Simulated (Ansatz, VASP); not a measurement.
**MgS: VASP beside Ansatz**

```
Mg S
1.0
     0.00000    2.82570    2.82570
     2.82570    0.00000    2.82570
     2.82570    2.82570    0.00000
Mg S
1 1
Direct
  0.00000 0.00000 0.00000
  0.25000 0.25000 0.25000
```

Alike in both runs: functional PBEsol; k mesh 6 × 6 × 6; occupations gaussian, width 0.02 eV; no spin polarisation.

Ansatz relaxed the structure, and its values are those at the end. VASP's run is a single point on that final structure, the one shown.

```csv
,VASP,Ansatz
version,VASP 6.6.1,Ansatz 0.2.0
potentials or method,"VASP PAW PBE potentials, release 64 (Mg, S), cutoff 600 eV","scalar-relativistic, plane waves, PAW"
valence electrons in the cell,8,16
```

VASP gave:

* gap on the k mesh at the Fermi level (eV): 3.32
* least direct gap on the mesh (eV): 3.32
* pressure (GPa): -0.1

Task: Estimate Ansatz's values.

Result: gap on the k mesh at the Fermi level (eV): 3.32; least direct gap on the mesh (eV): 3.32; pressure (GPa): 0.0.

VASP's potentials were made for PBE, not for PBEsol, and Ansatz warns of the same on its side. VASP's potentials hold 8 valence electrons a cell and Ansatz's 16, so a difference there can come from the potentials and not from the codes.
